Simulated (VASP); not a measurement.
# K3Mg4F12 (a cell with a defect) in VASP: notebook, part 2 of 2

VASP 6.6.1.

## (3) Single point, PBEsol

INCAR reads:

```
SYSTEM = K3Mg4F12
PREC     = Accurate       ! precision mode
ENCUT    = 520            ! plane-wave cutoff, eV
EDIFF    = 1E-6           ! SCF threshold, eV
ISMEAR   = 0              ! smearing method
SIGMA    = 0.05           ! smearing width, eV
LREAL    = Auto         
LASPH    = .TRUE.         ! aspherical terms in the spheres
NELM     = 100            ! most SCF steps
ALGO     = Normal         ! electronic algorithm
ISIF     = 2              ! what is computed and relaxed
LWAVE    = .FALSE.        ! write WAVECAR
LCHARG   = .TRUE.         ! write CHGCAR
GGA      = PS             ! functional
LELF     = .TRUE.         ! ELF
LVHAR    = .TRUE.       
NBANDS   = 74             ! bands
NELECT   = 120.0
```

KPOINTS reads:

```
regular mesh
0
G
  4 4 4
  0 0 0
```

POSCAR reads:

```
K3Mg4F12
1.0
   -3.9908822801      3.9908822801      3.9908822801
    3.9908822801     -3.9908822801      3.9908822801
    3.9908822801      3.9908822801     -3.9908822801
K Mg F
3 4 12
Direct
   -0.3791877068     -0.3791877068      0.4999999649
   -0.0018557300      0.4981442349      0.0000000000
    0.4981442349     -0.0018557300      0.0000000000
    0.4907531374      0.4907531374     -0.0199935740
    0.0107467465      0.0107467465      0.0199935740
    0.0107467465      0.4907531374      0.4999999649
    0.4907531374      0.0107467465      0.4999999649
    0.4801723943      0.7539317847      0.2262405745
   -0.0044075467      0.2462351508      0.2493572674
    0.0276911200      0.7539316594      0.7737593553
    0.4968778483      0.2462351508      0.7506426624
    0.7539317847      0.4801723943      0.2262405745
    0.2462351508     -0.0044075467      0.2493572674
    0.2462351508      0.4968778483      0.7506426624
    0.7539316594      0.0276911200      0.7737593553
    0.2596364481      0.7424793046      0.4999999649
    0.7424793046      0.2596364481      0.4999999649
    0.7424794299      0.7424794299     -0.0171571084
    0.2596364481      0.2596364481      0.0171571084
```

Potentials or basis: VASP PAW PBE potentials, release 64 (K_sv, Mg, F).

Command:

```bash
$ cat potpaw_PBE.64/K_sv/POTCAR potpaw_PBE.64/Mg/POTCAR potpaw_PBE.64/F/POTCAR > POTCAR
$ mpirun -np 1 vasp_std > vasp.out
```

Run time: 18 min. Hardware: 1 thread of Intel Xeon 8259CL, shared host; peak memory 0.47 GiB.

It converged, with:

```yaml
Free_energy: -94.7878 eV
Largest_force: 1.484 eV/Å
```

Forces in eV/Å, atoms in the order of the input:
```
K    0.000  0.000 -1.484
K    0.000  0.000  0.062
K    0.000  0.000  0.062
Mg   0.067  0.067  0.097
Mg  -0.067 -0.067  0.097
Mg   0.067 -0.067  0.097
Mg  -0.067  0.067  0.097
F    0.000  0.209  0.112
F    0.000 -0.035  0.043
F    0.000 -0.209  0.112
F    0.000  0.035  0.043
F    0.209  0.000  0.112
F   -0.035  0.000  0.043
F    0.035  0.000  0.043
F   -0.209  0.000  0.112
F   -0.100  0.100  0.087
F    0.100 -0.100  0.087
F   -0.100 -0.100  0.087
F    0.100  0.100  0.087
```

Levels at points of the mesh, in eV from the Fermi level:
| k point | band 57 | band 58 | band 59 | band 60 | band 61 | band 62 | band 63 | band 64 |
| --- | --- | --- | --- | --- | --- | --- | --- | --- |
| (0.00, 0.00, 0.00) | -0.62 | -0.38 | -0.30 | -0.28 | 6.59 | 10.31 | 10.34 | 10.44 |
| (0.50, 0.00, 0.00) | -0.61 | -0.59 | -0.53 | -0.42 | 8.23 | 8.39 | 9.97 | 10.06 |
| (0.00, 0.00, 0.50) | -0.58 | -0.51 | -0.49 | -0.48 | 8.10 | 8.57 | 9.88 | 9.95 |
| (0.50, 0.50, 0.50) | -0.71 | -0.31 | -0.30 | -0.30 | 8.79 | 9.41 | 9.64 | 9.64 |

Caveat: the cell carries a net charge on a neutralising background, which shifts energy and pressure; the cell is charged against a uniform background, so pressure and absolute levels hang on convention; the PAW data sets were made with another functional, which shifts forces and pressure a little.

## (4) Single point, PBEsol

Edit INCAR of step 3 so:

```diff
@@ -8,3 +8,3 @@
 LASPH    = .TRUE.         ! aspherical terms in the spheres
-NELM     = 100            ! most SCF steps
+NELM     = 80             ! most SCF steps
 ALGO     = Normal         ! electronic algorithm
@@ -16,3 +16,3 @@
 LVHAR    = .TRUE.       
+NELECT   = 120.0        
 NBANDS   = 74             ! bands
-NELECT   = 120.0
```

KPOINTS is that of step 3.

POSCAR reads:

```
K3Mg4F12
1.0
   -3.9908822801      3.9908822801      3.9908822801
    3.9908822801     -3.9908822801      3.9908822801
    3.9908822801      3.9908822801     -3.9908822801
K Mg F
3 4 12
Direct
   -0.4408947387     -0.4408947387      0.4999999649
   -0.0018827917      0.4981171732      0.0000000000
    0.4981171732     -0.0018827917      0.0000000000
    0.4956959041      0.4956959041     -0.0102854450
    0.0059812589      0.0059812589      0.0102854450
    0.0059812589      0.4956957788      0.4999999649
    0.4956957788      0.0059812589      0.4999999649
    0.4899330180      0.7522331628      0.2376998201
   -0.0058522147      0.2477846828      0.2463630674
    0.0145333778      0.7522331628      0.7623001097
    0.5014215804      0.2477846828      0.7536368625
    0.7522331628      0.4899330180      0.2376998201
    0.2477846828     -0.0058522147      0.2463630674
    0.2477846828      0.5014215804      0.7536368625
    0.7522331628      0.0145333778      0.7623001097
    0.2617775787      0.7400896074      0.4999999649
    0.7400896074      0.2617775787      0.4999999649
    0.7400897327      0.7400897327     -0.0216879361
    0.2617775787      0.2617775787      0.0216879361
```

Potentials or basis: VASP PAW PBE potentials, release 64 (K_sv, Mg, F).

Command:

```bash
$ cat potpaw_PBE.64/K_sv/POTCAR potpaw_PBE.64/Mg/POTCAR potpaw_PBE.64/F/POTCAR > POTCAR
$ mpirun -np 1 vasp_std > vasp.out
```

OUTCAR:

```text
SYSTEM = K3Mg4F12
   PREC = Accurate
   ENCUT = 520
   EDIFF = 1E-6
   ISMEAR = 0
   LREAL = Auto
   LASPH = .TRUE.
   NELM = 80
   ISIF = 2
   GGA = PS
   NELECT = 120.0

 ion  position               nearest neighbor table
   1  0.559  0.559  0.500-   8 2.60  12 2.60  10 2.60  15 2.60  16 2.74  17 2.74  19 2.74  18 2.74
                             4 3.26   5 3.26   6 3.26   7 3.26   4 3.70   7 3.70   6 3.70   5 3.70
   2  0.998  0.498  0.000-  15 2.73  12 2.73   8 2.78  10 2.78  14 2.80  13 2.80   9 2.80  11 2.80
                            19 2.82  16 2.82  18 2.82  17 2.82   4 3.44   6 3.44   5 3.44   7 3.44
   3  0.498  0.998  0.000-  10 2.73   8 2.73  12 2.78  15 2.78  11 2.80   9 2.80  13 2.80  14 2.80
                            19 2.82  17 2.82  18 2.82  16 2.82   4 3.44   7 3.44   5 3.44   6 3.44
[... 1220 lines left out ...]
  external PRESSURE =      26.6653388 kB  Pullay stress =       0.0000000 kB

 VOLUME and BASIS-vectors are now :
 -----------------------------------------------------------------------------
  energy-cutoff  :      520.00
  volume of cell :      254.25
      direct lattice vectors                 reciprocal lattice vectors
    -3.990882280  3.990882280  3.990882280     0.000000000  0.125285580  0.125285580
     3.990882280 -3.990882280  3.990882280     0.125285580  0.000000000  0.125285580
     3.990882280  3.990882280 -3.990882280     0.125285580  0.125285580  0.000000000

 POSITION                                       TOTAL-FORCE (eV/Angst)
 -----------------------------------------------------------------------------------
      1.99544      1.99544      2.46721        -0.000000      0.000000     -0.705999
     -1.99544      1.99544      5.97130        -0.000000      0.000000      0.035400
      1.99544     -1.99544      5.97130        -0.000000      0.000000      0.035400
      3.94983      3.94983      0.00669         0.058813      0.058813      0.047246
      0.04105      0.04105      0.00669        -0.058813     -0.058813      0.047246
      3.94983      0.04105      0.00669         0.058813     -0.058813      0.047246
[... 11 lines left out ...]
      3.90433      3.90433      2.00289        -0.021488     -0.021488      0.036291
      0.08655      0.08655      2.00289         0.021488      0.021488      0.036291
 -----------------------------------------------------------------------------------
    total drift:                                0.001444      0.001444      0.007901

  FREE ENERGIE OF THE ION-ELECTRON SYSTEM (eV)
  ---------------------------------------------------
  free  energy   TOTEN  =       -95.4424483904 eV

  energy  without entropy=      -95.4424483904  energy(sigma->0) =      -95.44244839
```

It took 16 min on 1 thread of Intel Xeon 8259CL, shared host; peak memory 0.48 GiB.

Results:

| Quantity | Value |
| --- | --- |
| Free energy | -95.4424 eV |
| Largest force | 0.706 eV/Å |

Forces on the atoms (eV/Å):
```
K    0.000  0.000 -0.706
K    0.000  0.000  0.035
K    0.000  0.000  0.035
Mg   0.059  0.059  0.047
Mg  -0.059 -0.059  0.047
Mg   0.059 -0.059  0.047
Mg  -0.059  0.059  0.047
F    0.000  0.132  0.022
F    0.000 -0.030  0.054
F    0.000 -0.132  0.022
F    0.000  0.030  0.054
F    0.132  0.000  0.022
F   -0.030  0.000  0.054
F    0.030  0.000  0.054
F   -0.132  0.000  0.022
F   -0.021  0.021  0.036
F    0.021 -0.021  0.036
F   -0.021 -0.021  0.036
F    0.021  0.021  0.036
```

Caveat: the cell carries a net charge on a neutralising background, which shifts energy and pressure; the cell is charged against a uniform background, so pressure and absolute levels hang on convention; the PAW data sets were made with another functional, which shifts forces and pressure a little.
